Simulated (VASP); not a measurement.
A run of VASP 6.6.1 is set up as follows.

The input INCAR:

```
PREC = Accurate
ENCUT = 520
EDIFF = 1E-6
ISMEAR = -1
SIGMA = 0.05
LREAL = False
LASPH = True
NELM = 150
ALGO = Normal
ISIF = 2
LWAVE = False
LCHARG = False
ISPIN = 2
MAGMOM = 1.5
LORBIT = 11
LMAXMIX = 4
GGA = PE
NBANDS = 15
```

KPOINTS

```
regular mesh
0
Gamma
  20 20 20
```

The input POSCAR:

```
Ni
1.0
    0.0000000000      1.7738236312      1.7738236312
    1.7738236312      0.0000000000      1.7738236312
    1.7738236312      1.7738236312      0.0000000000
Ni
1
Direct
    0.0000000000      0.0000000000      0.0000000000
```

Potentials or basis: VASP PAW PBE potentials, release 64 (Ni).

Command:

```bash
$ cat potpaw_PBE.64/Ni/POTCAR > POTCAR
$ mpirun -np 1 vasp_std > vasp.out
```

**Question.** Predict the site moments.

**Answer.** Ni +0.65 μB.

**Question.** Predict the pressure.

**Answer.** -4.6 GPa.
